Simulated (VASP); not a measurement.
# Al: single point with PBEsol

Al:

```
Al
1.0
    -1.68417    1.60737    1.60737
     1.60737   -1.68417    1.60737
     1.60737    1.60737   -1.68417
Al
1
Direct
  0.00000 0.00000 0.00000
```

This cell differs from its parent crystal: ratio of the length along [111] to the lengths across it x 0.93, volume and fractional coordinates fixed.

* Program: VASP 6.6.1
* Task: single point
* Functional: PBEsol
* Potentials or basis: VASP PAW PBE potentials, release 64 (Al)
* Cutoff: 520 eV
* k mesh: 28 × 28 × 28
* Occupations: gaussian, width 0.15 eV
* Spin: no spin polarisation
* Dipole correction: no
* Further INCAR settings: ALGO = Fast; EDIFF = 1e-06; NBANDS = 8

```json
{
  "Pressure": "0.6 GPa",
  "Band gap on the k mesh": "zero (an odd number of electrons rules out a gap without spin polarisation)"
}
```

Stress tensor (GPa, compression positive):
```
0.65 2.67 2.67
2.67 0.65 2.67
2.67 2.67 0.65
```

Levels at points of the mesh, in eV from the Fermi level:
```
           k point  band 1  band 2  band 3  band 4  band 5  band 6
(0.00, 0.00, 0.00)  -11.08   12.54   13.12   13.12   13.66   13.66
(0.50, 0.00, 0.00)   -4.06   -3.35    7.71    8.16    9.74   10.93
(0.50, 0.50, 0.00)   -4.49   -4.29    7.82    8.04   11.08   12.26
(0.50, 0.50, 0.50)    1.43    2.14    2.14    3.02    3.02    5.57
```

Wall time 2.2 min on 1 thread of Intel(R) Xeon(R) Platinum 8259CL CPU @ 2.50GHz (Skylake/Cascade Lake) (shared host), peak memory 0.34 GiB.

Caveat: the PAW data sets were made with another functional, which shifts forces and pressure a little.
